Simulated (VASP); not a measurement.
Here is a VASP 6.6.1 calculation.

File INCAR:

```
SYSTEM = CuO
PREC = Accurate
ENCUT = 1340
EDIFF = 1E-6
ISMEAR = -1
SIGMA = 0.05
LREAL = .False.
LASPH = .True.
NELM = 120
ALGO = Normal
ISIF = 2
LWAVE = .False.
LCHARG = .False.
GGA = PE
NBANDS = 33
GGA_COMPAT = .False.
```

The input KPOINTS:

```
regular mesh
0
Gamma
  8 8 6
  0 0 0
```

File POSCAR:

```
CuO
1.0
    2.9268246988      0.0000000000      0.0000000000
    0.0000000000      2.9268246988      0.0000000000
    0.0000000000      0.0000000000      5.1510363492
Cu O
2 2
Direct
    0.0000000000      0.5000000000      0.0000000000
    0.5000000000      0.0000000000      0.5000000000
    0.0000000000      0.0000000000      0.2500000000
    0.0000000000      0.0000000000      0.7500000000
```

Potentials or basis: VASP PAW PBE potentials, release 64 (Cu_sv_GW, O_h).

The run is started by

```sh
$ cat potpaw_PBE.64/Cu_sv_GW/POTCAR potpaw_PBE.64/O_h/POTCAR > POTCAR
$ mpirun -np 1 vasp_std > vasp.out
```

Predict the band gap on the k mesh.

zero (bands 25 and 26 overlap by 1.17 eV).

Predict the pressure.

1.9 GPa.

Stress tensor (GPa, compression positive):
```
1.86 0.00 0.00
0.00 1.86 0.00
0.00 0.00 1.93
```

Caveat: semilocal functionals often make such compounds metallic where correlation or magnetic order opens a gap, which also shifts bond lengths. With open d or f shells a metallic result of PBE can be an artefact of self-interaction; +U or a hybrid may open a gap.
